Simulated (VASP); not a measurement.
Crystal: MgCdS4.

```
Mg Cd S
1.0
    -3.64966    3.64966    2.85630
     3.64966   -3.64966    2.85630
     3.64966    3.64966   -2.85630
Mg Cd S
1 1 4
Direct
  0.50000 0.50000 0.00000
  0.00000 0.00000 0.00000
  0.27399 0.27399 0.54798
  0.72601 0.72601 0.45202
  0.27399 0.72601 0.00000
  0.72601 0.27399 0.00000
```

The cell was built from a structure type or drawn by symmetry, and may not be a known phase.

```yaml
Program: VASP 6.6.1
Task: relaxation of cell and atoms
Functional: PBE
Potentials_or_basis: VASP PAW PBE potentials, release 64 (Mg, Cd, S)
Cutoff: 600 eV
k_mesh: 4 × 4 × 4
Occupations: gaussian, width 0.1 eV
Spin: no spin polarisation
```

At the start: pressure -0.7 GPa; volume 25.36 Å³/atom.

How do energy, volume and symmetry change on relaxing?

Over 9 steps the energy falls by 195.3 meV/atom and the volume is 23.30 Å³/atom (-8.2 %); space group I4/mmm (No. 139, to 0.1 Å) before and after.

Step by step:
| step | energy change (eV) | largest force (eV/Å) | pressure (GPa) | volume (Å³) |
| --- | --- | --- | --- | --- |
| 1 | 0.0000 | 2.1455 | -0.71 | 152.18 |
| 2 | -0.8334 | 1.0694 | -2.41 | 149.60 |
| 3 | -1.0747 | 0.2732 | -2.40 | 147.49 |
| 4 | -1.0816 | 0.1248 | -2.26 | 147.07 |
| 5 | -1.1625 | 0.1144 | 0.57 | 138.20 |
| 6 | -1.1638 | 0.0789 | 0.23 | 139.11 |
| 7 | -1.1710 | 0.0508 | 0.06 | 139.56 |
| 8 | -1.1714 | 0.0565 | 0.09 | 139.47 |
| 9 | -1.1719 | 0.0166 | -0.04 | 139.78 |

Final structure:
```yaml
crystal:
  lattice:
    - [-3.62918, 3.62918, 2.65312]
    - [3.62918, -3.62918, 2.65312]
    - [3.62918, 3.62918, -2.65312]
  atoms:
    - { symbol: Mg, position: [0.50000, 0.50000, 0.00000] }
    - { symbol: Cd, position: [0.00000, 0.00000, 0.00000] }
    - { symbol: S, position: [0.25363, 0.25363, 0.50725] }
    - { symbol: S, position: [0.74637, 0.74637, 0.49275] }
    - { symbol: S, position: [0.25363, 0.74637, 0.00000] }
    - { symbol: S, position: [0.74637, 0.25363, 0.00000] }
```
